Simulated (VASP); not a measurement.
A run of VASP 6.6.1:

INCAR

```
  PREC = Accurate
  ENCUT = 520
  EDIFF = 1E-6
  ISMEAR = 0
  SIGMA = 0.05
  LREAL = False
  LASPH = True
  NELM = 80
  ALGO = Normal
  ISIF = 2
  LWAVE = False
  LCHARG = True
  GGA = PE
  LELF = True
  LVHAR = True
  NBANDS = 15
```

KPOINTS

```
regular mesh
0
Gamma
  8 8 8
```

File POSCAR:

```
KCl
1.0
    0.0000000000      2.7571073048      4.1356609571
    2.7571073048      0.0000000000      4.1356609571
    2.7571073048      2.7571073048      0.0000000000
K Cl
1 1
Direct
    0.0000000000      0.0000000000      0.0000000000
    0.5000000000      0.5000000000      0.5000000000
```

Potentials or basis: VASP PAW PBE potentials, release 64 (K_sv, Cl).

Run with:

```console
$ cat potpaw_PBE.64/K_sv/POTCAR potpaw_PBE.64/Cl/POTCAR > POTCAR
$ mpirun -np 1 vasp_std > vasp.out
```

Hardware: 1 thread of Intel Xeon 8259CL, with other jobs on the host.

How long does it take, and how much memory?

It took 88 s on 1 thread of Intel Xeon 8259CL (shared host), peak memory 0.24 GiB. Counts: scf iterations 14, k points 59.
